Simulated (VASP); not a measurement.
Write the native input for VASP 6.6.1 that does the following.

| Property | Result |
| --- | --- |
| Task | single point |
| Functional | r2SCAN0 |
| Potentials or basis | VASP PAW PBE potentials, release 64 (Ta_pv, N) |
| Cutoff | 520 eV |
| k mesh | 5 × 5 × 3 |
| Occupations | fermi-dirac, width 0.05 eV |
| Spin | no spin polarisation |
| Dipole correction | no |
| Grid for exact exchange (PRECFOCK) | Normal |
| Further INCAR settings | ALGO = Normal; EDIFF = 1e-06; NBANDS = 20 |
| Share of exact exchange | 0.25 |

Ta2N:

```
CELL_PARAMETERS angstrom
3.11286 0.00000 0.00000
-1.55643 2.69582 0.00000
0.00000 0.00000 4.86984
ATOMIC_POSITIONS crystal
Ta 0.33333 0.66667 0.25471
Ta 0.66667 0.33333 0.74529
N 0.00000 0.00000 0.00000
```

The input as run:

POSCAR

```
Ta2N
1.0
    3.1128615060      0.0000000000      0.0000000000
   -1.5564307530      2.6958171426      0.0000000000
    0.0000000000      0.0000000000      4.8698410000
Ta N
2 1
Direct
    0.3333333333      0.6666666667      0.2547110000
    0.6666666667      0.3333333333      0.7452890000
    0.0000000000      0.0000000000      0.0000000000
```

INCAR.step1

```
SYSTEM = Ta2N
  PREC = Accurate
  ENCUT = 520
  EDIFF = 1E-5
  ISMEAR = -1
  SIGMA = 0.05
  LREAL = .False.
  LASPH = .True.
  NELM = 100
  ALGO = Normal
  ISIF = 2
  LWAVE = .True.
  LCHARG = .False.
  GGA = PE
  NBANDS = 20
```

INCAR.step2

```
SYSTEM = Ta2N
  PREC = Accurate
  ENCUT = 520
  EDIFF = 1E-6
  ISMEAR = -1
  SIGMA = 0.05
  LREAL = .False.
  LASPH = .True.
  NELM = 100
  ALGO = Normal
  ISIF = 2
  LWAVE = .False.
  LCHARG = .False.
  METAGGA = R2SCAN
  LHFCALC = .True.
  AEXX = 0.25
  LMIXTAU = .True.
  PRECFOCK = Normal
  ISTART = 1
  NBANDS = 20
```

KPOINTS

```
regular mesh
0
Gamma
  5 5 3
  0 0 0
```

Potentials or basis: VASP PAW PBE potentials, release 64 (Ta_pv, N).

Command:

```console
$ cat potpaw_PBE.64/Ta_pv/POTCAR potpaw_PBE.64/N/POTCAR > POTCAR
$ cp INCAR.step1 INCAR
$ mpirun -np 1 vasp_std > vasp.out
$ cp INCAR.step2 INCAR
$ mpirun -np 1 vasp_std > vasp.out
```

Results of the run:

```yaml
Pressure: -9.9 GPa
Largest_force: 0.731 eV/Å
Band_gap_on_the_k_mesh: zero (an odd number of electrons rules out a gap without spin polarisation)
```

Caveat: the k points lie up to 0.47 Å⁻¹ apart, too coarse for converged energies and pressures of a metal; the PAW data sets were made with another functional, which shifts forces and pressure a little; spin-orbit coupling is left out, which moves the levels of the heavy elements.

Run time: 16 min on 1 thread of AMD EPYC 9R45 96-Core Processor (Zen 5) (shared host), peak memory 0.14 GiB.
